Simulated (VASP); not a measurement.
# Pd (P6_3/mmc) in VASP: settings compared

The runs below take Pd through single point, with BLYP+D4, PBE.

Everything below comes from runs of VASP 6.6.1. Logs are shortened: lines on timing, memory, paths and dates and some standing lists are left out, and cuts for length are marked.

**1. The cell of the first run**

It takes space group P6_3/mmc (No. 194, hexagonal). Conventional cell: a = 2.776 Å, b = 2.776 Å, c = 4.638 Å, α = 90.00°, β = 90.00°, γ = 120.00°. Pd (site symmetry -6m2) has 12 Pd at 2.78 to 2.82 Å within 3.7 Å.

**2. Single point, BLYP+D4**

INCAR reads:

```
PREC = Accurate
ENCUT = 520
EDIFF = 1E-6
ISMEAR = -1
SIGMA = 0.05
LREAL = False
LASPH = True
NELM = 60
ALGO = Normal
ISIF = 2
LWAVE = False
LCHARG = False
GGA = B5
ALDAX = 1.0
AGGAX = 1.0
AGGAC = 1.0
ALDAC = 0.0
IVDW = 13
VDW_S6 = 1.0
VDW_S8 = 2.34076671
VDW_A1 = 0.44488865
VDW_A2 = 4.0933009
NBANDS = 17
```

KPOINTS reads:

```
regular mesh
0
Gamma
  11 11 6
```

POSCAR reads:

```
Pd
1.0
    2.7763490337      0.0000000000      0.0000000000
   -1.3881745168      2.4043887929      0.0000000000
    0.0000000000      0.0000000000      4.6377781544
Pd
2
Direct
    0.3333333333      0.6666666667      0.2500000000
    0.6666666667      0.3333333333      0.7500000000
```

Potentials or basis: VASP PAW PBE potentials, release 64 (Pd).

Launch:

```sh
> cat potpaw_PBE.64/Pd/POTCAR > POTCAR
> mpirun -np 1 vasp_std > vasp.out
```

OUTCAR:

```text
PREC = Accurate
   ENCUT = 520
   EDIFF = 1E-6
   ISMEAR = -1
   LREAL = False
   LASPH = True
   NELM = 60
   ISIF = 2
   GGA = B5
   IVDW = 13

 ion  position               nearest neighbor table
   1  0.333  0.667  0.250-   2 2.82   2 2.82   2 2.82   2 2.82   2 2.82   2 2.82
   2  0.667  0.333  0.750-   1 2.82   1 2.82   1 2.82   1 2.82   1 2.82   1 2.82

  LATTYP: Found a hexagonal cell.
 ALAT       =     2.7763490337
 C/A-ratio  =     1.6704593328

  Lattice vectors:

 A1 = (   2.7763490337,   0.0000000000,   0.0000000000)
 A2 = (  -1.3881745168,   2.4043887929,   0.0000000000)
 A3 = (   0.0000000000,   0.0000000000,   4.6377781544)

Analysis of symmetry for initial positions (statically):
=====================================================================
 Subroutine PRICEL returns:
 Original cell was already a primitive cell.

 Routine SETGRP: Setting up the symmetry group for a
 hexagonal supercell.

 Subroutine GETGRP returns: Found 24 space group operations
 (whereof 12 operations were pure point group operations)
 out of a pool of 24 trial point group operations.

The static configuration has the point symmetry D_3d.
 The point group associated with its full space group is D_6h.

Analysis of symmetry for dynamics (positions and initial velocities):
=====================================================================
 Subroutine PRICEL returns:
 Original cell was already a primitive cell.

 Routine SETGRP: Setting up the symmetry group for a
 hexagonal supercell.

 Subroutine GETGRP returns: Found 24 space group operations
 (whereof 12 operations were pure point group operations)
 out of a pool of 24 trial point group operations.

The dynamic configuration has the point symmetry D_3d.
 The point group associated with its full space group is D_6h.

 Subroutine INISYM returns: Found 24 space group operations
 (whereof 12 operations are pure point group operations),
 and found     1 'primitive' translations

----------------------------------------------------------------------------------------

                                     Primitive cell

  volume of cell :      30.9591

  direct lattice vectors                    reciprocal lattice vectors
     2.776349034  0.000000000  0.000000000     0.360185261  0.207953057  0.000000000
    -1.388174517  2.404388793  0.000000000     0.000000000  0.415906114  0.000000000
     0.000000000  0.000000000  4.637778154     0.000000000  0.000000000  0.215620490

  length of vectors
     2.776349034  2.776349034  4.637778154     0.415906114  0.415906114  0.215620490

  position of ions in fractional coordinates (direct lattice)
     0.333333333  0.666666667  0.250000000
     0.666666667  0.333333333  0.750000000

  ion indices of the primitive-cell ions
   primitive index   ion index
                 1           1
                 2           2

----------------------------------------------------------------------------------------

 KPOINTS: regular mesh

Automatic generation of k-mesh.
 Grid dimensions read from file:
 generate k-points for:   11   11    6

 Generating k-lattice:

  Cartesian coordinates                     Fractional coordinates (reciprocal lattice)
     0.032744115  0.018904823  0.000000000     0.090909091 -0.000000000  0.000000000
     0.000000000  0.037809647  0.000000000     0.000000000  0.090909091  0.000000000
     0.000000000  0.000000000  0.035936748     0.000000000  0.000000000  0.166666667

  Length of vectors
     0.037809647  0.037809647  0.035936748

  Shift w.r.t. Gamma in fractional coordinates (k-lattice)
     0.000000000  0.000000000  0.000000000

 Subroutine IBZKPT returns following result:
 ===========================================

 Found     64 irreducible k-points:

 Following reciprocal coordinates:
            Coordinates               Weight
  0.000000  0.000000  0.000000      1.000000
  0.090909  0.000000  0.000000      6.000000
  0.181818  0.000000  0.000000      6.000000
  0.272727  0.000000  0.000000      6.000000
  0.363636  0.000000  0.000000      6.000000
  0.454545  0.000000  0.000000      6.000000
[... 16 lines left out ...]
  0.090909  0.090909  0.166667     12.000000
  0.181818  0.090909  0.166667     24.000000
 [... further k-points ...]
   k-points           NKPTS =     64   k-points in BZ     NKDIM =     64   number of bands    NBANDS=     17
   number of dos      NEDOS =    301   number of ions     NIONS =      2
   total plane-waves  NPLWV =  20736
   dimension x,y,z NGX =    24 NGY =   24 NGZ =   36
   dimension x,y,z NGXF=    48 NGYF=   48 NGZF=   72
   ions per type =               2
   NGX,Y,Z   is equivalent  to a cutoff of  14.37, 14.37, 12.90 a.u.
   NGXF,Y,Z  is equivalent  to a cutoff of  28.74, 28.74, 25.81 a.u.
 SYSTEM =  unknown system
   PREC   = accura    normal or accurate (medium, high low for compatibility)
   ISTART =      0    job   : 0-new  1-cont  2-samecut
   ICHARG =      2    charge: 1-file 2-atom 10-const
   ISPIN  =      1    spin polarized calculation?
   LNONCOLLINEAR =      F non collinear calculations
   LSORBIT =      F    spin-orbit coupling
   LASPH  =      T    aspherical Exc in radial PAW
   ENCUT  =  520.0 eV  38.22 Ry    6.18 a.u.   5.16  5.16  8.62*2*pi/ulx,y,z
   NELM   =     60;   NELMIN=  2; NELMDL= -5     # of ELM steps
   EDIFF  = 0.1E-05   stopping-criterion for ELM
   LREAL  =      F    real-space projection
   EDIFFG = 0.1E-04   stopping-criterion for IOM
   NSW    =      0    number of steps for IOM
   IBRION =     -1    ionic relax: 0-MD 1-quasi-New 2-CG
   NFREE  =      0    steps in history (QN), initial steepest desc. (CG)
   ISIF   =      2    stress and relaxation
   ISYM   =      2    0-nonsym 1-usesym 2-fastsym
   POTIM  = 0.5000    time-step for ionic-motion
   TEBEG  =    0.0;   TEEND  =   0.0 temperature during run
   PSTRESS=    0.0 pullay stress
   NELECT =      20.0000    total number of electrons
   NUPDOWN=      -1.0000    fix difference up-down
   EMIN   =  10.00;   EMAX   =-10.00  energy-range for DOS
   EFERMI =   0.00;   METHOD = LEGACY
   ISMEAR =    -1;   SIGMA  =   0.05  broadening in eV -4-tet -1-fermi 0-gaus
   EFERMI_NEDOS =   21; number of points for ismear=-14 and -15
   IALGO  =     38    algorithm
   IMIX   =      4    mixing-type and parameters
     AMIX     =   0.40;   BMIX     =  1.00
     AMIX_MAG =   1.60;   BMIX_MAG =  1.00
  volume/ion in A,a.u.               =      15.48       104.46
  Fermi-wavevector in a.u.,A,eV,Ry     =   1.415213  2.674365 27.250141  2.002829
  Thomas-Fermi vector in A             =   2.536675
   LORBIT       =      0    0 simple, 1 ext, 2 COOP (PROOUT), +10 PAW based schemes
   GGA     = B5    functional components
   LHFCALC =     F    Hartree Fock is set to
   AEXX    =    0.0000 exact exchange contribution
   IVDW    =    13    specifies the selected vdW correction
   LEPSILON=     F    determine dielectric tensor
   LRPA    =     F    only Hartree local field effects (RPA)
 non-spin polarized calculation
  energy-cutoff  :      520.00
  volume of cell :       30.96
 maximum number of plane-waves:       847
 NGX is ok and might be reduce to    24
   NGX = 11   NGY = 11   NGZ = 17

 number of electron      20.0000008 magnetization

 Free energy of the ion-electron system (eV)
  ---------------------------------------------------
  ext. energy  EPLUGINS =         0.00000000
  ---------------------------------------------------
  free energy    TOTEN  =        -8.65775117 eV

  energy without entropy =       -8.61095354  energy(sigma->0) =       -8.63435235

 E-fermi :   9.5193     XC(G=0): -12.2537

 val. band max:        9.5131851544   @ k =   0.4545   0.0000   0.0000
 cond. band min:       9.5271861953   @ k =   0.4545   0.0000   0.3333
 fundamental gap:      0.0140010409
 Fermi energy:         9.5192953559

 k-point     1 :       0.0000    0.0000    0.0000
  band No.  band energies     occupation
      1       2.8789      2.00000
      2       4.5964      2.00000
      3       6.7492      2.00000
      4       6.9516      2.00000
      5       6.9516      2.00000
      6       7.2708      2.00000
[... 9 lines left out ...]
     16      29.2446      0.00000
     17      31.3556      0.00000

 k-point     2 :       0.0909    0.0000    0.0000
  band No.  band energies     occupation
      1       3.1384      2.00000
      2       4.7783      2.00000
      3       6.6131      2.00000
      4       7.0608      2.00000
      5       7.1221      2.00000
      6       7.2031      2.00000
[... 9 lines left out ...]
     16      28.7227      0.00000
     17      29.8582      0.00000

 k-point     3 :       0.1818    0.0000    0.0000
  band No.  band energies     occupation
      1       3.8447      2.00000
      2       5.1689      2.00000
      3       6.4007      2.00000
      4       6.9564      2.00000
      5       6.9828      2.00000
      6       7.5077      2.00000
[... 9 lines left out ...]
     16      28.5939      0.00000
     17      29.0594      0.00000

 k-point     4 :       0.2727    0.0000    0.0000
  band No.  band energies     occupation
      1       4.6667      2.00000
      2       5.2323      2.00000
      3       6.1402      2.00000
      4       6.6195      2.00000
      5       6.9346      2.00000
      6       7.3318      2.00000
[... 9 lines left out ...]
     16      26.9871      0.00000
     17      28.3233      0.00000
[... 343 lines left out ...]
      1       4.7398      2.00000
      2       4.8113      2.00000
      3       5.6524      2.00000
      4       6.4445      2.00000
      5       7.1202      2.00000
      6       7.5971      2.00000
[... 9 lines left out ...]
     16      23.3827      0.00000
     17      24.4941      0.00000

 k-point    23 :       0.0909    0.0909    0.1667
  band No.  band energies     occupation
      1       3.8342      2.00000
      2       5.1551      2.00000
      3       6.4356      2.00000
      4       6.8278      2.00000
      5       6.9448      2.00000
      6       7.3203      2.00000
[... 9 lines left out ...]
     16      28.4852      0.00000
     17      28.8444      0.00000

 k-point    24 :       0.1818    0.0909    0.1667
  band No.  band energies     occupation
      1       4.5882      2.00000
      2       5.5029      2.00000
      3       6.2128      2.00000
      4       6.4107      2.00000
      5       6.8034      2.00000
      6       7.2614      2.00000
[... 9 lines left out ...]
     16      27.2203      0.00000
     17      28.4636      0.00000

 [... further k-points ...]

------------------------ aborting loop because EDIFF is reached ----------------------------------------

  DFT-D4 for vdW energy calculation

  Edisp (eV):   -1.80458

  FORCE on cell =-STRESS in cart. coord.  units (eV):
  Direction    XX          YY          ZZ          XY          YZ          ZX
  --------------------------------------------------------------------------------------
  -------------------------------------------------------------------------------------
  Total       0.07842     0.07842     0.06414     0.00000     0.00000     0.00000
  in kB       4.05819     4.05819     3.31951     0.00000     0.00000     0.00000
  external pressure =        3.81 kB  Pullay stress =        0.00 kB

 VOLUME and BASIS-vectors are now :
 -----------------------------------------------------------------------------
  energy-cutoff  :      520.00
  volume of cell :       30.96
      direct lattice vectors                 reciprocal lattice vectors
     2.776349034  0.000000000  0.000000000     0.360185261  0.207953057  0.000000000
    -1.388174517  2.404388793  0.000000000     0.000000000  0.415906114  0.000000000
     0.000000000  0.000000000  4.637778154     0.000000000  0.000000000  0.215620490

 POSITION                                       TOTAL-FORCE (eV/Angst)
 -----------------------------------------------------------------------------------
     -0.00000      1.60293      1.15944         0.000000     -0.000000      0.000000
      1.38817      0.80146      3.47833        -0.000000      0.000000      0.000000
 -----------------------------------------------------------------------------------
    total drift:                               -0.000000      0.000000     -0.000000

  FREE ENERGIE OF THE ION-ELECTRON SYSTEM (eV)
  ---------------------------------------------------
  free  energy   TOTEN  =       -10.4623283291 eV

  energy  without entropy=      -10.4155307084  energy(sigma->0) =      -10.43892952
```

Wall time 14 s (1 thread of Intel Xeon 6975P-C (Granite Rapids), shared host); peak memory 0.17 GiB.

What came out:

```yaml
Free_energy: -10.4623 eV
Pressure: 0.4 GPa
Band_gap_on_the_k_mesh: zero (band 10 reaches 9.65 eV, above the bottom of band 11 at 8.84 eV)
Dispersion_energy_per_atom: -0.902 eV
```

Levels at points of the mesh, in eV from the Fermi level:
```tsv
k point	band 7	band 8	band 9	band 10	band 11	band 12	band 13	band 14
(0.00, 0.00, 0.00)	-2.25	-1.57	-1.57	-0.24	-0.24	1.17	6.62	17.46
(0.00, 0.00, 0.50)	-2.61	-2.61	-0.68	-0.68	-0.68	-0.68	13.82	13.82
```

Caveat: the PAW data sets were made with another functional, which shifts forces and pressure a little; pairwise dispersion overbinds metals, which lowers pressure and volume.

**3. Single point, PBE**

This run uses another cell than the first one, of 15.53 Å³/atom, 1.003 times its volume.

INCAR reads:

```
SYSTEM = Pd
  PREC = Accurate
  ENCUT = 520
  EDIFF = 1E-7
  ISMEAR = 0
  SIGMA = 0.027000000000000003
  LREAL = .FALSE.
  LASPH = .TRUE.
  NELM = 100
  ALGO = Normal
  ISIF = 2
  LWAVE = .FALSE.
  LCHARG = .FALSE.
  GGA = PE
  NBANDS = 17
```

KPOINTS reads:

```
Automatic mesh
0
G
  11 11 6
  0 0 0
```

POSCAR reads:

```
Pd
1.0
    2.7836650458      0.0000000000      0.0000000000
   -1.3918325229      2.4107246453      0.0000000000
    0.0000000000      0.0000000000      4.6288930000
Pd
2
Direct
    0.3333333333      0.6666666667      0.2500000000
    0.6666666667      0.3333333333      0.7500000000
```

Potentials or basis: VASP PAW PBE potentials, release 64 (Pd).

Launch:

```sh
> cat potpaw_PBE.64/Pd/POTCAR > POTCAR
> mpirun -np 1 vasp_std > vasp.out
```

OUTCAR:

```text
SYSTEM = Pd
   PREC = Accurate
   ENCUT = 520
   EDIFF = 1E-7
   ISMEAR = 0
   LREAL = .FALSE.
   LASPH = .TRUE.
   NELM = 100
   ISIF = 2
   GGA = PE

 ion  position               nearest neighbor table
   1  0.333  0.667  0.250-   2 2.82   2 2.82   2 2.82   2 2.82   2 2.82   2 2.82
   2  0.667  0.333  0.750-   1 2.82   1 2.82   1 2.82   1 2.82   1 2.82   1 2.82

  LATTYP: Found a hexagonal cell.
 ALAT       =     2.7836650458
 C/A-ratio  =     1.6628771507

  Lattice vectors:

 A1 = (   2.7836650458,   0.0000000000,   0.0000000000)
 A2 = (  -1.3918325229,   2.4107246453,   0.0000000000)
 A3 = (   0.0000000000,   0.0000000000,   4.6288930000)

Analysis of symmetry for initial positions (statically):
=====================================================================
 Subroutine PRICEL returns:
 Original cell was already a primitive cell.

 Routine SETGRP: Setting up the symmetry group for a
 hexagonal supercell.

 Subroutine GETGRP returns: Found 24 space group operations
 (whereof 12 operations were pure point group operations)
 out of a pool of 24 trial point group operations.

The static configuration has the point symmetry D_3d.
 The point group associated with its full space group is D_6h.

Analysis of symmetry for dynamics (positions and initial velocities):
=====================================================================
 Subroutine PRICEL returns:
 Original cell was already a primitive cell.

 Routine SETGRP: Setting up the symmetry group for a
 hexagonal supercell.

 Subroutine GETGRP returns: Found 24 space group operations
 (whereof 12 operations were pure point group operations)
 out of a pool of 24 trial point group operations.

The dynamic configuration has the point symmetry D_3d.
 The point group associated with its full space group is D_6h.

 Subroutine INISYM returns: Found 24 space group operations
 (whereof 12 operations are pure point group operations),
 and found     1 'primitive' translations

[... 110 lines left out ...]
   EFERMI_NEDOS =   21; number of points for ismear=-14 and -15
   IALGO  =     38    algorithm
   IMIX   =      4    mixing-type and parameters
     AMIX     =   0.40;   BMIX     =  1.00
     AMIX_MAG =   1.60;   BMIX_MAG =  1.00
  volume/ion in A,a.u.               =      15.53       104.81
  Fermi-wavevector in a.u.,A,eV,Ry     =   1.413636  2.671385 27.189429  1.998367
  Thomas-Fermi vector in A             =   2.535261
   LORBIT       =      0    0 simple, 1 ext, 2 COOP (PROOUT), +10 PAW based schemes
   GGA     = PE    functional components
   LHFCALC =     F    Hartree Fock is set to
   AEXX    =    0.0000 exact exchange contribution
   IVDW    =     0    specifies the selected vdW correction
   LEPSILON=     F    determine dielectric tensor
   LRPA    =     F    only Hartree local field effects (RPA)
 non-spin polarized calculation
 Gauss-broadening in eV      SIGMA  =   0.03
  energy-cutoff  :      520.00
  volume of cell :       31.06
 maximum number of plane-waves:       849
 NGX is ok and might be reduce to    24
   NGX = 11   NGY = 11   NGZ = 17

 number of electron      20.0000008 magnetization

 Free energy of the ion-electron system (eV)
  ---------------------------------------------------
  ext. energy  EPLUGINS =         0.00000000
  ---------------------------------------------------
  free energy    TOTEN  =       -10.35181144 eV

  energy without entropy =      -10.34939467  energy(sigma->0) =      -10.35060306

 E-fermi :   8.9293     XC(G=0): -12.8638

 val. band max:        8.9176311762   @ k =   0.4545   0.0000   0.1667
 cond. band min:       8.9307793750   @ k =   0.4545   0.0909   0.0000
 fundamental gap:      0.0131481988
 Fermi energy:         8.9292691299

 k-point     1 :       0.0000    0.0000    0.0000
  band No.  band energies     occupation
      1       2.1885      2.00000
      2       4.0182      2.00000
      3       6.2295      2.00000
      4       6.4080      2.00000
      5       6.4080      2.00000
      6       6.7344      2.00000
[... 457 lines left out ...]
      4       5.8171      2.00000
      5       6.2651      2.00000
      6       6.7047      2.00000
[... 9 lines left out ...]
     16      26.3046      0.00000
     17      27.6077      0.00000

 [... further k-points ...]
[... 5 lines left out ...]
  --------------------------------------------------------------------------------------
  -------------------------------------------------------------------------------------
  Total       -0.3837936     -0.3837936     -0.2900478     -0.0000000     -0.0000000      0.0000000
  in kB      -19.7955066    -19.7955066    -14.9602350     -0.0000000     -0.0000000      0.0000000
  external PRESSURE =     -18.1837494 kB  Pullay stress =       0.0000000 kB

 VOLUME and BASIS-vectors are now :
 -----------------------------------------------------------------------------
  energy-cutoff  :      520.00
  volume of cell :       31.06
      direct lattice vectors                 reciprocal lattice vectors
     2.783665046  0.000000000  0.000000000     0.359238624  0.207406516  0.000000000
    -1.391832523  2.410724645  0.000000000     0.000000000  0.414813032  0.000000000
     0.000000000  0.000000000  4.628893000     0.000000000  0.000000000  0.216034374

 POSITION                                       TOTAL-FORCE (eV/Angst)
 -----------------------------------------------------------------------------------
     -0.00000      1.60715      1.15722        -0.000000      0.000000      0.000000
      1.39183      0.80357      3.47167         0.000000     -0.000000      0.000000
 -----------------------------------------------------------------------------------
    total drift:                               -0.000000      0.000000     -0.000000

  FREE ENERGIE OF THE ION-ELECTRON SYSTEM (eV)
  ---------------------------------------------------
  free  energy   TOTEN  =       -10.3518114425 eV

  energy  without entropy=      -10.3493946714  energy(sigma->0) =      -10.35060306
```

Run time: 11 s. Hardware: 1 thread of Intel Xeon 6975P-C (Granite Rapids), shared host; peak memory 0.16 GiB.

What came out:

* Free energy: -10.3518 eV
* Pressure: -1.8 GPa
* Band gap on the k mesh: zero (band 10 reaches 9.07 eV, above the bottom of band 11 at 8.28 eV)

Levels at points of the mesh, in eV from the Fermi level:
```
           k point  band 8  band 9  band 10  band 11  band 12  band 13
(0.00, 0.00, 0.00)   -1.54   -1.54    -0.22    -0.22     0.99     6.66
(0.00, 0.00, 0.50)   -2.56   -0.65    -0.65    -0.65    -0.65    13.72
```
